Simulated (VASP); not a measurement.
Runs of VASP 6.6.1 on Ta. The structure is that of space group P6_3/mmc (No. 194), or close to it. The cells are those of the table. 

```csv
task,cell,k mesh,cutoff (eV),gap on the mesh (eV),pressure (GPa)
single point,"a = 2.945, b = 2.945, c = 5.271 Å, angles 90.0, 90.0, 120.0°, 2 atoms",14 × 14 × 7,520,none,-18.5
single point,"a = 2.836, b = 2.836, c = 5.076 Å, angles 90.0, 90.0, 120.0°, 2 atoms",12 × 12 × 7,520,none,(a)
single point,"a = 2.758, b = 2.758, c = 4.937 Å, angles 90.0, 90.0, 120.0°, 2 atoms",14 × 14 × 7,520,none,21.8
single point,"a = 2.873, b = 2.873, c = 5.143 Å, angles 90.0, 90.0, 120.0°, 2 atoms",14 × 14 × 7,520,none,-6.7
single point,"a = 2.836, b = 2.836, c = 5.076 Å, angles 90.0, 90.0, 120.0°, 2 atoms",14 × 14 × 7,520,none,(c)
relaxation of cell and atoms,"relaxed from a = 2.945, b = 2.945, c = 4.809 Å, angles 90.0, 90.0, 120.0°, 2 atoms",12 × 12 × 7,600,none,-0.1
single point,"a = 2.717, b = 2.717, c = 4.864 Å, angles 90.0, 90.0, 120.0°, 2 atoms",14 × 14 × 7,520,none,35.6
single point,"a = 2.909, b = 2.909, c = 5.208 Å, angles 90.0, 90.0, 120.0°, 2 atoms",14 × 14 × 7,520,none,-13.1
single point,"a = 2.797, b = 2.797, c = 5.007 Å, angles 90.0, 90.0, 120.0°, 2 atoms",14 × 14 × 7,520,none,(b)
```

Alike in all rows: level LDA; potentials or basis VASP PAW LDA potentials, release 64 (Ta_pv); no spin polarisation; smearing fermi-dirac 0.1 eV.

Question: Estimate the missing entries.

Answer: (a) 0.8; (b) 10.4; (c) 1.1.

Caveats: spin-orbit coupling is left out, which moves the levels of the heavy elements.

A k mesh can miss the band edges, and the runs leave out spin-orbit coupling on Ta.

A gap of «none» marks levels without a gap at the run's occupations.
